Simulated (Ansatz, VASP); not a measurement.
NbC4: VASP beside Ansatz

File INCAR:

```
PREC     = Accurate       # precision mode
ENCUT    = 600            # plane-wave cutoff, eV
EDIFF    = 1E-6           # SCF threshold, eV
ISMEAR   = 0              # smearing method
SIGMA    = 0.1            # smearing width, eV
LREAL    = False          # projectors in reciprocal space
LASPH    = True           # aspherical terms in the spheres
NELM     = 100            # most SCF steps
ALGO     = Normal         # electronic algorithm
ISIF     = 3              # what is computed and relaxed
LWAVE    = False          # write WAVECAR
LCHARG   = False          # write CHGCAR
GGA      = PE             # functional
IBRION   = 2              # ionic algorithm
NSW      = 100            # ionic steps
EDIFFG   = -0.01          # ionic threshold
```

File KPOINTS:

```
regular mesh
0
Gamma
  12 12 6
```

File POSCAR:

```
NbC4
1.0
    3.1321142029      0.0000000000      0.0000000000
   -1.5660571015      2.7124904673      0.0000000000
    0.0000000000      0.0000000000      8.0550446175
Nb C
1 4
Direct
    0.0000000000      0.0000000000      0.5000000000
    0.0000000000      0.0000000000      0.0807821499
    0.0000000000      0.0000000000      0.9192178501
    0.0000000000      0.0000000000      0.2399719087
    0.0000000000      0.0000000000      0.7600280913
```

Input for Ansatz:

```yaml
crystal:
  lattice:
    - [3.1321142029, 0.0, 0.0]
    - [-1.5660571015, 2.7124904673, 0.0]
    - [0.0, 0.0, 8.0550446175]
  atoms:
    - { symbol: Nb, position: [0.0, 0.0, 0.5] }
    - { symbol: C, position: [0.0, 0.0, 0.0807821499] }
    - { symbol: C, position: [0.0, 0.0, 0.9192178501] }
    - { symbol: C, position: [0.0, 0.0, 0.2399719087] }
    - { symbol: C, position: [0.0, 0.0, 0.7600280913] }
basis:
  ecutwfc: 420
kpoints:
  mp_grid: { grid: [12, 12, 6] }
hamiltonian:
  xc: pbe
scf:
  occupations: { method: gaussian, width: 0.1 }
output:
  forces: true
  stress: true
  eigenvalues: true
relax:
  adjacent_minimum: "off"
  f_tol: 0.01
  max_steps: 80
  cell: { stress_tol: 0.05 }
```

Alike in both runs: task relaxation of cell and atoms; functional PBE; k mesh 12 × 12 × 6; occupations gaussian, width 0.1 eV; no spin polarisation.

|  | VASP | Ansatz |
| --- | --- | --- |
| version | VASP 6.6.1 | Ansatz 0.2.0 |
| potentials or method | VASP PAW PBE potentials, release 64 (Nb_sv, C), cutoff 600 eV | scalar-relativistic, plane waves, PAW |
| valence electrons in the cell | 29 | 29 |

```tsv
	VASP	Ansatz	Ansatz less VASP
gap on the k mesh at the Fermi level, each at its own relaxed structure (eV)	none	none	-
relaxed volume (Å³/atom)	13.59	13.67	+0.075
relaxed cell length with the largest relative difference (Å)	3.120	3.128	+0.0082
```

A gap of «none» marks a metal or a gap that the smearing closes.
